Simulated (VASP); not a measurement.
Here is a VASP 6.6.1 calculation.

INCAR

```
SYSTEM = SiC4
ALGO = Normal ; EDIFF = 1E-7
EDIFFG = -0.01 ; ENCUT = 600
GGA = PE ; IBRION = 2
ISIF = 3 ; ISMEAR = 0
LASPH = .True. ; LCHARG = .False.
LREAL = .False. ; LWAVE = .False.
NELM = 100 ; NSW = 100
PREC = Accurate ; SIGMA = 0.1
```

KPOINTS

```
k-points
0
Gamma
  18 18 2
  0 0 0
```

Contents of POSCAR:

```
SiC4
1.0
    2.4707142777      0.0000000000      0.0000000000
   -1.2353571388      2.1397013300      0.0000000000
    0.0000000000      0.0000000000     23.9281544146
Si C
2 8
Direct
    0.3333333333      0.6666666667      0.7500000000
    0.6666666667      0.3333333333      0.2500000000
    0.3333333333      0.6666666667      0.9236637383
    0.3333333333      0.6666666667      0.0763289507
    0.3333333333      0.6666666667      0.4236710493
    0.3333333333      0.6666666667      0.5763362617
    0.6666666667      0.3333333333      0.5763289507
    0.6666666667      0.3333333333      0.9236710493
    0.6666666667      0.3333333333      0.0763362617
    0.6666666667      0.3333333333      0.4236637383
```

Potentials or basis: VASP PAW PBE potentials, release 64 (Si, C).

Command:

```sh
$ cat potpaw_PBE.64/Si/POTCAR potpaw_PBE.64/C/POTCAR > POTCAR
$ mpirun -np 1 vasp_std > vasp.out
```

Task: Estimate the band gap on the k mesh.

Result: Zero (band 20 reaches 3.68 eV, above the bottom of band 21 at 2.71 eV).

Task: What does it give for the space group after relaxing (to 0.05 Å)?

Result: P6_3/mmc (No. 194).

Final structure:
```yaml
crystal:
  lattice:
    - [2.47056, 0.00000, 0.00000]
    - [-1.23528, 2.13957, 0.00000]
    - [0.00000, 0.00000, 26.37817]
  atoms:
    - { symbol: Si, position: [0.33333, 0.66667, 0.75000] }
    - { symbol: Si, position: [0.66667, 0.33333, 0.25000] }
    - { symbol: C, position: [0.33333, 0.66667, 0.92131] }
    - { symbol: C, position: [0.33333, 0.66667, 0.07868] }
    - { symbol: C, position: [0.33333, 0.66667, 0.42132] }
    - { symbol: C, position: [0.33333, 0.66667, 0.57869] }
    - { symbol: C, position: [0.66667, 0.33333, 0.57868] }
    - { symbol: C, position: [0.66667, 0.33333, 0.92132] }
    - { symbol: C, position: [0.66667, 0.33333, 0.07869] }
    - { symbol: C, position: [0.66667, 0.33333, 0.42131] }
```
